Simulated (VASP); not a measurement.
# MgTe5 (F-43m) in VASP: notebook, part 2 of 2

VASP 6.6.1. The steps go on from the part before.

## 6. Relaxation of cell and atoms, PBE

File INCAR:

```
ALGO = Normal
EDIFF = 1E-7
EDIFFG = -0.01
ENCUT = 600
GGA = PE
IBRION = 2
ISIF = 3
ISMEAR = 0
LASPH = T
LCHARG = F
LREAL = F
LWAVE = F
NELM = 80
NSW = 100
PREC = Accurate
SIGMA = 0.1
```

File KPOINTS:

```
k-points
0
Gamma
  8 8 8
```

File POSCAR:

```
MgTe5
1.0
    0.0000000000      4.5284669928      4.5284669928
    4.5284669928      0.0000000000      4.5284669928
    4.5284669928      4.5284669928      0.0000000000
Mg Te
1 5
Direct
    0.5000000000      0.5000000000      0.5000000000
    0.1249212399      0.6252362802      0.1249212399
    0.1249212399      0.1249212399      0.1249212399
    0.6252362802      0.1249212399      0.1249212399
    0.1249212399      0.1249212399      0.6252362802
    0.7500000000      0.7500000000      0.7500000000
```

Potentials or basis: VASP PAW PBE potentials, release 64 (Mg, Te).

On the command line:

```sh
cat potpaw_PBE.64/Mg/POTCAR potpaw_PBE.64/Te/POTCAR > POTCAR
mpirun -np 1 vasp_std > vasp.out
```

OUTCAR:

```text
EDIFF = 1E-7
   EDIFFG = -0.01
   ENCUT = 600
   GGA = PE
   IBRION = 2
   ISIF = 3
   ISMEAR = 0
   LASPH = T
   LREAL = F
   NELM = 80
   NSW = 100
   PREC = Accurate

 ion  position               nearest neighbor table
   1  0.500  0.500  0.500-
   2  0.125  0.625  0.125-   3 3.20   4 3.20   5 3.20   4 3.20   5 3.20   3 3.20
   3  0.125  0.125  0.125-   2 3.20   4 3.20   5 3.20   4 3.20   2 3.20   5 3.20
   4  0.625  0.125  0.125-   2 3.20   3 3.20   5 3.20   2 3.20   5 3.20   3 3.20
   5  0.125  0.125  0.625-   2 3.20   3 3.20   4 3.20   2 3.20   4 3.20   3 3.20
   6  0.750  0.750  0.750-

  LATTYP: Found a face centered cubic cell.
 ALAT       =     9.0569339856

  Lattice vectors:

 A1 = (   0.0000000000,   4.5284669928,   4.5284669928)
 A2 = (   4.5284669928,   0.0000000000,   4.5284669928)
 A3 = (   4.5284669928,   4.5284669928,   0.0000000000)

Analysis of symmetry for initial positions (statically):
=====================================================================
 Subroutine PRICEL returns:
 Original cell was already a primitive cell.

 Routine SETGRP: Setting up the symmetry group for a
 face centered cubic supercell.

 Subroutine GETGRP returns: Found 24 space group operations
[... 181 lines left out ...]
  --------------------------------------------------------------------------------------
  -------------------------------------------------------------------------------------
  Total       -0.8797831     -0.8797831     -0.8797831     -0.0000000     -0.0000000      0.0000000
  in kB       -7.5893149     -7.5893149     -7.5893149     -0.0000000     -0.0000000      0.0000000
  external PRESSURE =      -7.5893149 kB  Pullay stress =       0.0000000 kB
[... 67 lines left out ...]
--------------------------------------- Ionic step        3  -------------------------------------------

 number of electron      31.9999999 magnetization

 Free energy of the ion-electron system (eV)
  ---------------------------------------------------
  ext. energy  EPLUGINS =         0.00000000
  ---------------------------------------------------
  free energy    TOTEN  =       -14.95684465 eV

  energy without entropy =      -14.90963845  energy(sigma->0) =      -14.93324155

 E-fermi :   6.2831     XC(G=0):  -9.3616

 val. band max:        6.2619896795   @ k =   0.5000   0.3750   0.0000
 cond. band min:       6.3103328410   @ k =   0.5000   0.2500   0.1250
 fundamental gap:      0.0483431614
 Fermi energy:         6.2831490926

 k-point     1 :       0.0000    0.0000    0.0000
  band No.  band energies     occupation
      1      -7.6027      2.00000
      2      -4.1536      2.00000
      3      -4.1536      2.00000
      4      -4.1536      2.00000
      5      -3.7440      2.00000
      6      -0.8317      2.00000
[... 541 lines left out ...]
     19       6.8216      0.00000
     20       7.6510      0.00000

 [... further k-points ...]

------------------------ aborting loop because EDIFF is reached ----------------------------------------

  FORCE on cell =-STRESS in cart. coord.  units (eV):
  Direction    XX          YY          ZZ          XY          YZ          ZX
  --------------------------------------------------------------------------------------
  -------------------------------------------------------------------------------------
  Total        0.0018535      0.0018535      0.0018535      0.0000000     -0.0000000      0.0000000
  in kB        0.0162880      0.0162880      0.0162880      0.0000000     -0.0000000      0.0000000
  external PRESSURE =       0.0162880 kB  Pullay stress =       0.0000000 kB
[... 21 lines left out ...]
  FREE ENERGIE OF THE ION-ELECTRON SYSTEM (eV)
  ---------------------------------------------------
  free  energy   TOTEN  =       -14.9568446491 eV

  energy  without entropy=      -14.9096384506  energy(sigma->0) =      -14.93324155

 reached required accuracy - stopping structural energy minimisation
```

CONTCAR:

```text
MgTe5
   1.00000000000000
    -0.0000000000000000    4.5005784138126934    4.5005784138126934
     4.5005784138126934   -0.0000000000000000    4.5005784138126934
     4.5005784138126934    4.5005784138126934   -0.0000000000000000
  Mg              Te
     1     5
Direct
     0.5000000000000000    0.5000000000000000    0.5000000000000000
     0.1249319012199212    0.6252042962402274    0.1249319012199212
     0.1249319012199212    0.1249319012199212    0.1249319012199212
     0.6252042962402274    0.1249319012199212    0.1249319012199212
     0.1249319012199212    0.1249319012199212    0.6252042962402274
     0.7500000000000000    0.7500000000000000    0.7500000000000000

  0.00000000E+00  0.00000000E+00  0.00000000E+00
  0.00000000E+00  0.00000000E+00  0.00000000E+00
  0.00000000E+00  0.00000000E+00  0.00000000E+00
  0.00000000E+00  0.00000000E+00  0.00000000E+00
  0.00000000E+00  0.00000000E+00  0.00000000E+00
  0.00000000E+00  0.00000000E+00  0.00000000E+00
```

Wall time 4.3 min (1 thread of Intel Xeon 6975P-C (Granite Rapids), shared host); peak memory 0.48 GiB.

Results:

```
Free energy                           : -14.9568 eV
Relaxed volume                        : 30.39 Å³/atom
Relaxed cell                          : a = 6.365 Å, b = 6.365 Å, c = 6.365 Å, α = 60.00°, β = 60.00°, γ = 60.00°
Space group after relaxing (to 0.1 Å) : F-43m (No. 216)
Energy gained by relaxing             : 1.4 meV/atom
Ionic steps                           : 3
Pressure after relaxing               : 0.0 GPa
Largest force after relaxing          : 0.004 eV/Å
Band gap on the k mesh                : zero (bands 16 and 17 overlap by 1.51 eV)
```

Forces in eV/Å, atoms in the order of the input:
```
Mg   0.000  0.000  0.000
Te  -0.002  0.002 -0.002
Te   0.002  0.002  0.002
Te   0.002 -0.002 -0.002
Te  -0.002 -0.002  0.002
Te   0.000  0.000  0.000
```

Step by step:
```tsv
step	energy change (eV)	largest force (eV/Å)	pressure (GPa)	volume (Å³)
1	0.0000	0.0040	-0.76	185.73
2	-0.0081	0.0041	0.12	181.82
3	-0.0082	0.0041	0.00	182.32
```

Final structure:
```
Mg Te
1.0
     0.00000    4.50058    4.50058
     4.50058    0.00000    4.50058
     4.50058    4.50058    0.00000
Mg Te
1 5
Direct
  0.50000 0.50000 0.50000
  0.12493 0.62520 0.12493
  0.12493 0.12493 0.12493
  0.62520 0.12493 0.12493
  0.12493 0.12493 0.62520
  0.75000 0.75000 0.75000
```

Levels at points of the mesh, in eV from the Fermi level:
```csv
k point,band 13,band 14,band 15,band 16,band 17,band 18,band 19,band 20
"(0.00, 0.00, 0.00)",-1.55,-1.55,-1.17,1.33,1.33,1.33,1.94,1.94
"(0.50, 0.00, 0.00)",-2.06,-2.06,-1.06,0.14,0.14,0.25,1.41,2.27
"(0.50, 0.50, 0.00)",-1.97,-1.80,-1.78,-0.63,-0.04,-0.04,0.71,2.09
```

Caveat: spin-orbit coupling is left out, which moves the levels of the heavy elements.

## 7. Summary

```tsv
task	cell	k mesh	cutoff (eV)	gap on the mesh (eV)	pressure (GPa)	relaxed volume (Å³/atom)	largest force (eV/Å)
single point	a = 6.404 Å, angles 60.0°, 6 atoms, atomic positions A	4 × 4 × 4	520	none	-0.1	-	0.05
single point	a = 6.501 Å, angles 60.0°, 6 atoms, atomic positions B	4 × 4 × 4	520	none	-1.7	-	0.13
single point	a = 6.368 Å, angles 60.0°, 6 atoms, atomic positions A	8 × 8 × 8	520	none	-0.1	-	-
relaxation of cell and atoms	relaxed from a = 6.501 Å, angles 60.0°, 6 atoms, atomic positions B	4 × 4 × 4	600	none	0.1	30.85	-
relaxation of cell and atoms	relaxed from a = 6.404 Å, angles 60.0°, 6 atoms, atomic positions A	8 × 8 × 8	600	none	0.0	30.39	-
```

Alike in all rows: level PBE; potentials or basis VASP PAW PBE potentials, release 64 (Mg, Te); no spin polarisation; smearing gaussian 0.1 eV.

Caveats: spin-orbit coupling is left out, which moves the levels of the heavy elements.

Absolute energies hang on the potentials; compare differences alone.
